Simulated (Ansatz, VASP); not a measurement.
# GaN: VASP beside Ansatz

```
CELL_PARAMETERS angstrom
0.00000 2.26842 2.26842
2.26842 0.00000 2.26842
2.26842 2.26842 0.00000
ATOMIC_POSITIONS crystal
Ga 0.00000 0.00000 0.00000
N 0.25000 0.25000 0.25000
```

Alike in both runs: task single point; functional RPBE; k mesh 10 × 10 × 10; occupations fermi-dirac, width 0.05 eV; no spin polarisation.

|  | VASP | Ansatz |
| --- | --- | --- |
| version | VASP 6.6.1 | Ansatz 0.2.0 |
| potentials or method | VASP PAW PBE potentials, release 64 (Ga_d, N) | Ansatz PAW |
| plane-wave cutoff (eV) | 520 | 420 |
| valence electrons in the cell | 18 | 18 |

Ansatz gave:

```
gap on the k mesh at the Fermi level (eV) : 1.63
least direct gap on the mesh (eV)         : 1.63
pressure (GPa)                            : 5.4
```

Question: Which values does VASP return?

Answer: gap on the k mesh at the Fermi level (eV): 1.65; least direct gap on the mesh (eV): 1.65; pressure (GPa): 5.2.

VASP's potentials were made for PBE, not for RPBE.
